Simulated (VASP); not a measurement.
Input of a VASP 6.6.1 run:

File INCAR:

```
ALGO = Normal ; EDIFF = 1E-6
EDIFFG = -0.01 ; ENCUT = 520
GGA = PE ; IBRION = 2
ISIF = 2 ; ISMEAR = -1
IVDW = 12 ; LASPH = True
LCHARG = False ; LREAL = False
LWAVE = False ; NELM = 80
NSW = 50 ; PREC = Accurate
SIGMA = 0.1
```

File KPOINTS:

```
k-points
0
Gamma
  4 4 4
```

File POSCAR:

```
Pt3PbC
1.0
    4.3480430000      0.0000000000      0.0000000000
    0.0000000000      4.3480430000      0.0000000000
    0.0000000000      0.0000000000      4.3480430000
Pt Pb C
3 1 1
Selective dynamics
Direct
    0.0000000000      0.5000000000      0.5000000000  F F F
    0.5000000000      0.5000000000      0.0000000000  T T T
    0.5000000000      0.0000000000      0.5000000000  T T T
    0.0000000000      0.0000000000      0.0000000000  T T T
    0.5114994300      0.5000000000      0.5000000000  T T T
```

Potentials or basis: VASP PAW PBE potentials, release 64 (Pt, Pb_d, C).

Launch:

```bash
$ cat potpaw_PBE.64/Pt/POTCAR potpaw_PBE.64/Pb_d/POTCAR potpaw_PBE.64/C/POTCAR > POTCAR
$ mpirun -np 1 vasp_std > vasp.out
```

**Question.** Predict the dispersion energy per atom.

**Answer.** -0.536 eV.

**Question.** What does it give for the energy gained by relaxing?

**Answer.** 19.2 meV/atom.

Final structure:
```cif
data_structure
_symmetry_space_group_name_H-M 'P 1'
_symmetry_Int_Tables_number 1
_cell_length_a 4.3480
_cell_length_b 4.3480
_cell_length_c 4.3480
_cell_angle_alpha 90.000
_cell_angle_beta 90.000
_cell_angle_gamma 90.000
_cell_volume 82.20
loop_
_atom_site_label
_atom_site_type_symbol
_atom_site_fract_x
_atom_site_fract_y
_atom_site_fract_z
_atom_site_occupancy
Pt1 Pt 0.00000 0.50000 0.50000 1
Pt2 Pt 0.43485 0.50000 0.00000 1
Pt3 Pt 0.43485 0.00000 0.50000 1
Pb1 Pb 0.93999 0.00000 0.00000 1
C1 C 0.53819 0.50000 0.50000 1
```

Caveat: the k points lie up to 0.36 Å⁻¹ apart, too coarse for converged energies and pressures of a metal.
